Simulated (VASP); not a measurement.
# GaN (F-43m) in VASP: further runs, part 2 of 2

VASP 6.6.1.

**3. Relaxation of cell and atoms, RPBE+D4**

This run uses another cell than the first one, of 11.44 Å³/atom, 1.019 times its volume.

INCAR reads:

```
SYSTEM = GaN
ALGO = Normal ; EDIFF = 1E-6
EDIFFG = -0.01 ; ENCUT = 600
GGA = RP ; IBRION = 2
ISIF = 3 ; ISMEAR = -1
IVDW = 13 ; LASPH = .TRUE.
LCHARG = .FALSE. ; LREAL = .FALSE.
LWAVE = .FALSE. ; NELM = 100
NSW = 60 ; PREC = Accurate
SIGMA = 0.05
```

KPOINTS reads:

```
k-points
0
G
  10 10 10
  0 0 0
```

POSCAR reads:

```
GaN
1.0
    0.0000000000      2.2535006075      2.2535006075
    2.2535006075      0.0000000000      2.2535006075
    2.2535006075      2.2535006075      0.0000000000
Ga N
1 1
Direct
    0.0000000000      0.0000000000      0.0000000000
    0.2500000000      0.2500000000      0.2500000000
```

Potentials or basis: VASP PAW PBE potentials, release 64 (Ga_d, N).

The run is started by

```bash
$ cat potpaw_PBE.64/Ga_d/POTCAR potpaw_PBE.64/N/POTCAR > POTCAR
$ mpirun -np 1 vasp_std > vasp.out
```

OUTCAR:

```text
SYSTEM = GaN
   EDIFF = 1E-6
   EDIFFG = -0.01
   ENCUT = 600
   GGA = RP
   IBRION = 2
   ISIF = 3
   ISMEAR = -1
   IVDW = 13
   LASPH = .TRUE.
   LREAL = .FALSE.
   NELM = 100
   NSW = 60
   PREC = Accurate

 ion  position               nearest neighbor table
   1  0.000  0.000  0.000-   2 1.95   2 1.95   2 1.95   2 1.95
   2  0.250  0.250  0.250-   1 1.95   1 1.95   1 1.95   1 1.95

  LATTYP: Found a face centered cubic cell.
 ALAT       =     4.5070012150

  Lattice vectors:

 A1 = (   0.0000000000,   2.2535006075,   2.2535006075)
 A2 = (   2.2535006075,   0.0000000000,   2.2535006075)
 A3 = (   2.2535006075,   2.2535006075,   0.0000000000)

Analysis of symmetry for initial positions (statically):
=====================================================================
 Subroutine PRICEL returns:
 Original cell was already a primitive cell.

 Routine SETGRP: Setting up the symmetry group for a
 face centered cubic supercell.

 Subroutine GETGRP returns: Found 24 space group operations
 (whereof 24 operations were pure point group operations)
 out of a pool of 48 trial point group operations.

The static configuration has the point symmetry T_d .

Analysis of symmetry for dynamics (positions and initial velocities):
=====================================================================
 Subroutine PRICEL returns:
 Original cell was already a primitive cell.

 Routine SETGRP: Setting up the symmetry group for a
 face centered cubic supercell.

 Subroutine GETGRP returns: Found 24 space group operations
 (whereof 24 operations were pure point group operations)
 out of a pool of 48 trial point group operations.

The dynamic configuration has the point symmetry T_d .

 Subroutine INISYM returns: Found 24 space group operations
 (whereof 24 operations are pure point group operations),
 and found     1 'primitive' translations

----------------------------------------------------------------------------------------

                                     Primitive cell

  volume of cell :      22.8877

  direct lattice vectors                    reciprocal lattice vectors
     0.000000000  2.253500607  2.253500607    -0.221877020  0.221877020  0.221877020
     2.253500607  0.000000000  2.253500607     0.221877020 -0.221877020  0.221877020
[... 105 lines left out ...]
     AMIX_MAG =   1.60;   BMIX_MAG =  1.00
  volume/ion in A,a.u.               =      11.44        77.23
  Fermi-wavevector in a.u.,A,eV,Ry     =   1.511117  2.855596 31.068543  2.283473
  Thomas-Fermi vector in A             =   2.621216
   LORBIT       =      0    0 simple, 1 ext, 2 COOP (PROOUT), +10 PAW based schemes
   GGA     = RP    functional components
   LHFCALC =     F    Hartree Fock is set to
   AEXX    =    0.0000 exact exchange contribution
   IVDW    =    13    specifies the selected vdW correction
   LEPSILON=     F    determine dielectric tensor
   LRPA    =     F    only Hartree local field effects (RPA)
 conjugate gradient relaxation of ions
 non-spin polarized calculation
  energy-cutoff  :      600.00
  volume of cell :       22.89
 maximum number of plane-waves:       785
 NGX is ok and might be reduce to    28
   NGX = 13   NGY = 13   NGZ = 13

--------------------------------------- Ionic step        1  -------------------------------------------

 number of electron      18.0000005 magnetization

 Free energy of the ion-electron system (eV)
  ---------------------------------------------------
  ext. energy  EPLUGINS =         0.00000000
  ---------------------------------------------------
  free energy    TOTEN  =       -11.30456411 eV

  energy without entropy =      -11.30456411  energy(sigma->0) =      -11.30456411

------------------------ aborting loop because EDIFF is reached ----------------------------------------

  DFT-D4 for vdW energy calculation

  Edisp (eV):   -1.61211
[... 191 lines left out ...]
--------------------------------------- Ionic step        6  -------------------------------------------

 number of electron      18.0000003 magnetization

 Free energy of the ion-electron system (eV)
  ---------------------------------------------------
  ext. energy  EPLUGINS =         0.00000000
  ---------------------------------------------------
  free energy    TOTEN  =       -11.27299295 eV

  energy without entropy =      -11.27299295  energy(sigma->0) =      -11.27299295

 E-fermi :   6.6076     XC(G=0): -11.5854

 val. band max:        5.6395857304   @ k =   0.0000   0.0000   0.0000
 cond. band min:       7.5483008059   @ k =   0.0000   0.0000   0.0000
 fundamental gap:      1.9087150755
 Fermi energy:         6.6076332033

 k-point     1 :       0.0000    0.0000    0.0000
  band No.  band energies     occupation
      1     -10.5095      2.00000
      2      -7.8233      2.00000
      3      -7.8233      2.00000
      4      -7.8233      2.00000
      5      -7.4826      2.00000
      6      -7.4826      2.00000
      7       5.6396      2.00000
      8       5.6396      2.00000
      9       5.6396      2.00000
     10       7.5483      0.00000
     11      16.1434      0.00000
     12      16.1434      0.00000
     13      16.1434      0.00000
[... 354 lines left out ...]
  band No.  band energies     occupation
      1      -9.4725      2.00000
      2      -7.6877      2.00000
      3      -7.5855      2.00000
      4      -7.5853      2.00000
      5      -7.4190      2.00000
      6      -6.6001      2.00000
      7       0.5908      2.00000
      8       3.1187      2.00000
      9       3.4429      2.00000
     10      10.1939      0.00000
     11      13.0294      0.00000
     12      16.6683      0.00000
     13      18.7779      0.00000

 [... further k-points ...]

------------------------ aborting loop because EDIFF is reached ----------------------------------------

  DFT-D4 for vdW energy calculation

  Edisp (eV):   -1.64871
[... 25 lines left out ...]
  FREE ENERGIE OF THE ION-ELECTRON SYSTEM (eV)
  ---------------------------------------------------
  free  energy   TOTEN  =       -12.9217027386 eV

  energy  without entropy=      -12.9217027386  energy(sigma->0) =      -12.92170274

 reached required accuracy - stopping structural energy minimisation
```

CONTCAR:

```text
GaN
   1.00000000000000
     0.0000000000000000    2.2381825606431818    2.2381825606431818
     2.2381825606431818    0.0000000000000000    2.2381825606431818
     2.2381825606431818    2.2381825606431818   -0.0000000000000000
  Ga              N
     1     1
Direct
     0.0000000000000000    0.0000000000000000    0.0000000000000000
     0.2500000000000000    0.2500000000000000    0.2500000000000000

  0.00000000E+00  0.00000000E+00  0.00000000E+00
  0.00000000E+00  0.00000000E+00  0.00000000E+00
```

Run time: 55 s. Hardware: 1 thread of AMD EPYC 7R43 (Zen 3), shared host; peak memory 0.14 GiB.

Results:

```yaml
Free_energy: -12.9217 eV
Relaxed_volume: 11.21 Å³/atom
Relaxed_cell: a = 3.165 Å, b = 3.165 Å, c = 3.165 Å, α = 60.00°, β = 60.00°, γ = 60.00°
Space_group_after_relaxing_to_0.05_Å: F-43m (No. 216)
Energy_gained_by_relaxing: 2.5 meV/atom
Ionic_steps: 6
Pressure_after_relaxing: 0.1 GPa
Band_gap_on_the_k_mesh: 1.91 eV, direct
Dispersion_energy_per_atom: -0.824 eV
```

The path:
```
step  energy change (eV)  largest force (eV/Å)  pressure (GPa)  volume (Å³)
   1              0.0000                0.0000           -3.49        22.89
   2             -0.0016                0.0000            3.09        22.07
   3             -0.0050                0.0000           -0.42        22.44
   4             -0.0050                0.0000            0.42        22.39
   5             -0.0050                0.0000            0.15        22.41
   6             -0.0050                0.0000            0.11        22.42
```

Final structure:
```
Ga N
1.0
     0.00000    2.23818    2.23818
     2.23818    0.00000    2.23818
     2.23818    2.23818    0.00000
Ga N
1 1
Direct
  0.00000 0.00000 0.00000
  0.25000 0.25000 0.25000
```

Levels at points of the mesh, in eV from the valence-band top:
```
           k point  band 5  band 6  band 7  band 8  band 9  band 10  band 11  band 12  band 13
(0.00, 0.00, 0.00)  -13.12  -13.12    0.00    0.00    0.00     1.91    10.50    10.50    10.50
(0.50, 0.00, 0.00)  -13.07  -11.90   -7.13   -0.99   -0.99     4.86     8.92    10.54    10.54
(0.50, 0.50, 0.00)  -13.04  -11.49   -6.17   -2.76   -2.76     3.42     6.88    11.99    14.29
```

Caveat: the PAW data sets were made with another functional, which shifts forces and pressure a little.

**4. Single point, PBEsol+D3(BJ)**

This run uses another cell than the first one, of 11.90 Å³/atom, 1.060 times its volume.

INCAR reads:

```
ALGO     = Normal         # electronic algorithm
EDIFF    = 1E-7           # SCF threshold, eV
ENCUT    = 520            # plane-wave cutoff, eV
GGA      = PS             # functional
ISIF     = 2              # what is computed and relaxed
ISMEAR   = -1             # smearing method
IVDW     = 12             # dispersion correction
LASPH    = T              # aspherical terms in the spheres
LCHARG   = T              # write CHGCAR
LELF     = T              # ELF
LREAL    = F              # projectors in reciprocal space
LVHAR    = T            
LWAVE    = F              # write WAVECAR
NBANDS   = 16             # bands
NELM     = 100            # most SCF steps
PREC     = Accurate       # precision mode
SIGMA    = 0.05           # smearing width, eV
```

KPOINTS reads:

```
k-points
0
Gamma
  10 10 10
```

POSCAR reads:

```
GaN
1.0
    0.0000000000      2.2831553320      2.2831553320
    2.2831553320      0.0000000000      2.2831553320
    2.2831553320      2.2831553320      0.0000000000
Ga N
1 1
Direct
    0.0000000000      0.0000000000      0.0000000000
    0.2500000000      0.2500000000      0.2500000000
```

Potentials or basis: VASP PAW PBE potentials, release 64 (Ga_d, N).

The run is started by

```bash
$ cat potpaw_PBE.64/Ga_d/POTCAR potpaw_PBE.64/N/POTCAR > POTCAR
$ mpirun -np 1 vasp_std > vasp.out
```

OUTCAR:

```text
EDIFF = 1E-7
   ENCUT = 520
   GGA = PS
   ISIF = 2
   ISMEAR = -1
   IVDW = 12
   LASPH = T
   LREAL = F
   NELM = 100
   PREC = Accurate
 IVDW          = 12

 ion  position               nearest neighbor table
   1  0.000  0.000  0.000-   2 1.98   2 1.98   2 1.98   2 1.98
   2  0.250  0.250  0.250-   1 1.98   1 1.98   1 1.98   1 1.98

  LATTYP: Found a face centered cubic cell.
 ALAT       =     4.5663106640

  Lattice vectors:

 A1 = (   0.0000000000,   2.2831553320,   2.2831553320)
 A2 = (   2.2831553320,   0.0000000000,   2.2831553320)
 A3 = (   2.2831553320,   2.2831553320,   0.0000000000)

Analysis of symmetry for initial positions (statically):
=====================================================================
 Subroutine PRICEL returns:
 Original cell was already a primitive cell.

 Routine SETGRP: Setting up the symmetry group for a
 face centered cubic supercell.

 Subroutine GETGRP returns: Found 24 space group operations
 (whereof 24 operations were pure point group operations)
 out of a pool of 48 trial point group operations.

The static configuration has the point symmetry T_d .

Analysis of symmetry for dynamics (positions and initial velocities):
[... 159 lines left out ...]

 val. band max:        4.7304958827   @ k =   0.0000   0.0000   0.0000
 cond. band min:       6.1632471507   @ k =   0.0000   0.0000   0.0000
 fundamental gap:      1.4327512681
 Fermi energy:         5.4917382217

 k-point     1 :       0.0000    0.0000    0.0000
  band No.  band energies     occupation
      1     -10.8711      2.00000
      2      -8.6428      2.00000
      3      -8.6428      2.00000
      4      -8.6428      2.00000
      5      -8.3559      2.00000
      6      -8.3559      2.00000
[... 433 lines left out ...]
      3      -8.4407      2.00000
      4      -8.4405      2.00000
      5      -8.3010      2.00000
      6      -7.3901      2.00000
[... 8 lines left out ...]
     15      26.2837      0.00000
     16      26.6383      0.00000

 [... further k-points ...]

------------------------ aborting loop because EDIFF is reached ----------------------------------------

 Edisp (eV)   -0.42350

 E8    (eV) :    -0.2681

  FORCE on cell =-STRESS in cart. coord.  units (eV):
  Direction    XX          YY          ZZ          XY          YZ          ZX
  --------------------------------------------------------------------------------------
  -------------------------------------------------------------------------------------
  Total      -1.59725    -1.59725    -1.59725    -0.00000     0.00000     0.00000
  in kB    -107.50933  -107.50933  -107.50933    -0.00000     0.00000     0.00000
  external pressure =     -107.51 kB  Pullay stress =        0.00 kB

 VOLUME and BASIS-vectors are now :
 -----------------------------------------------------------------------------
  energy-cutoff  :      520.00
  volume of cell :       23.80
      direct lattice vectors                 reciprocal lattice vectors
     0.000000000  2.283155332  2.283155332    -0.218995174  0.218995174  0.218995174
     2.283155332  0.000000000  2.283155332     0.218995174 -0.218995174  0.218995174
     2.283155332  2.283155332  0.000000000     0.218995174  0.218995174 -0.218995174

 POSITION                                       TOTAL-FORCE (eV/Angst)
 -----------------------------------------------------------------------------------
      0.00000      0.00000      0.00000         0.000000      0.000000      0.000000
      1.14158      1.14158      1.14158        -0.000000     -0.000000     -0.000000
 -----------------------------------------------------------------------------------
    total drift:                                0.000001      0.000001      0.000000

  FREE ENERGIE OF THE ION-ELECTRON SYSTEM (eV)
  ---------------------------------------------------
  free  energy   TOTEN  =       -13.5190569876 eV

  energy  without entropy=      -13.5190569829  energy(sigma->0) =      -13.51905699
```

stdout:

```text
POSCAR found type information on POSCAR GaN
 POSCAR found :  2 types and       2 ions
 scaLAPACK will be used
 -----------------------------------------------------------------------------
|                                                                             |
|                                                                             |
|     You enforced a specific xc type in the INCAR file but a different       |
|     I HOPE YOU KNOW WHAT YOU ARE DOING!                                     |
|                                                                             |
 -----------------------------------------------------------------------------

 LDA part: xc-table for (Slater+PW92), standard interpolation
 POSCAR, INCAR and KPOINTS ok, starting setup
 FFT: planning ... GRIDC
 FFT: planning ... GRID_SOFT
 FFT: planning ... GRID
 WAVECAR not read
 entering main loop
```

It took 12 s on 1 thread of Intel Xeon Platinum 8259CL at 2.50GHz (Skylake/Cascade Lake), shared host; peak memory 0.15 GiB.

Results:

| Item | Value |
| --- | --- |
| Free energy | -13.5191 eV |
| Pressure | -10.8 GPa |
| Band gap on the k mesh | 1.43 eV, direct |
| Dispersion energy per atom | -0.212 eV |

Caveat: the PAW data sets were made with another functional, which shifts forces and pressure a little.

**5. Summary**

```csv
task,level,cell,cutoff (eV),gap on the mesh (eV),pressure (GPa)
single point,revPBE+D4,"a = 3.167 Å, angles 60.0°, 2 atoms",520,1.88,-0.2
relaxation of cell and atoms,RPBE+D4,"relaxed from a = 3.187 Å, angles 60.0°, 2 atoms",600,1.91,0.1
single point,PBEsol+D3(BJ),"a = 3.229 Å, angles 60.0°, 2 atoms",520,1.43,-10.8
```

Alike in all rows: potentials or basis VASP PAW PBE potentials, release 64 (Ga_d, N); no spin polarisation; k mesh 10 × 10 × 10; smearing fermi-dirac 0.05 eV.

Caveats: the PAW data sets were made with another functional, which shifts forces and pressure a little.

Total energies depend on the potentials used, so only differences within one code and one set of settings carry meaning.
